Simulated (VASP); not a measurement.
## Cu2H: single point with PBE

Cu2H:

```
CELL_PARAMETERS angstrom
-1.88043 1.88043 3.77100
1.88043 -1.88043 3.77100
1.88043 1.88043 -3.77100
ATOMIC_POSITIONS crystal
Cu 0.25180 0.25180 0.00000
Cu 0.00180 0.50180 0.50000
Cu 0.49820 0.99820 0.50000
Cu 0.74820 0.74820 0.00000
H 0.00000 0.00000 0.00000
H 0.75000 0.25000 0.50000
```

| Property | Result |
| --- | --- |
| Program | VASP 6.6.1 |
| Task | single point |
| Functional | PBE |
| Potentials or basis | VASP PAW PBE potentials, release 64 (Cu, H) |
| Cutoff | 520 eV |
| k mesh | 14 × 14 × 14 |
| Occupations | gaussian, width 0.1 eV |
| Spin | no spin polarisation |

| Quantity | Value |
| --- | --- |
| Pressure | 0.5 GPa |
| Band gap on the k mesh | zero (bands 23 and 24 overlap by 3.57 eV) |

Levels at points of the mesh, in eV from the Fermi level:
```
           k point  band 19  band 20  band 21  band 22  band 23  band 24  band 25  band 26  band 27  band 28
(0.00, 0.00, 0.00)    -2.09    -2.09    -2.09     0.22     1.51     3.38     4.43     4.43     4.47     4.47
(0.50, 0.00, 0.00)    -2.37    -2.30    -2.22    -2.18    -0.11     0.76     4.73     5.05     5.73     5.92
(0.50, 0.50, 0.00)    -2.23    -2.23    -2.23    -2.23    -1.15    -1.15     2.09     2.09     6.75     6.75
(0.50, 0.50, 0.50)    -2.09    -2.09    -2.09    -2.09     0.24     0.24     3.17     3.17    10.21    10.21
```

Wall time 4.2 min on 1 thread of Intel(R) Xeon(R) Platinum 8559C (Emerald Rapids) (shared host), peak memory 0.43 GiB.
